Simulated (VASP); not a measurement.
Input of a VASP 6.6.1 run:

The input INCAR:

```
SYSTEM = SiC
PREC = Accurate
ENCUT = 600
EDIFF = 1E-6
ISMEAR = 0
SIGMA = 0.02
LREAL = .FALSE.
LASPH = .TRUE.
NELM = 120
ALGO = Normal
ISIF = 2
LWAVE = .FALSE.
LCHARG = .TRUE.
GGA = PE
LELF = .TRUE.
LVHAR = .TRUE.
NBANDS = 11
GGA_COMPAT = .FALSE.
```

The input KPOINTS:

```
regular mesh
0
G
  9 9 9
  0 0 0
```

The input POSCAR:

```
SiC
1.0
   -0.0233586372      2.1884123235      2.1884123235
    2.1884123235     -0.0233586372      2.1884123235
    2.1884123235      2.1884123235     -0.0233586372
Si C
1 1
Direct
   -0.0004824850     -0.0004824850     -0.0004824850
    0.2504824850      0.2504824850      0.2504824850
```

Potentials or basis: VASP PAW PBE potentials, release 64 (Si, C).

Command:

```bash
$ cat potpaw_PBE.64/Si/POTCAR potpaw_PBE.64/C/POTCAR > POTCAR
$ mpirun -np 1 vasp_std > vasp.out
```

**Question.** Estimate the band gap on the k mesh.

**Answer.** 1.42 eV (least direct gap 4.49 eV).

**Question.** What does it give for the pressure?

**Answer.** -3.0 GPa.

Stress tensor (GPa, compression positive):
```
-3.01  2.49  2.49
 2.49 -3.01  2.49
 2.49  2.49 -3.01
```

Caveat: the cell differs from its parent crystal (strained cell); the cell stands under tension; an odd mesh through Γ misses points on the zone boundary, where band edges can lie.
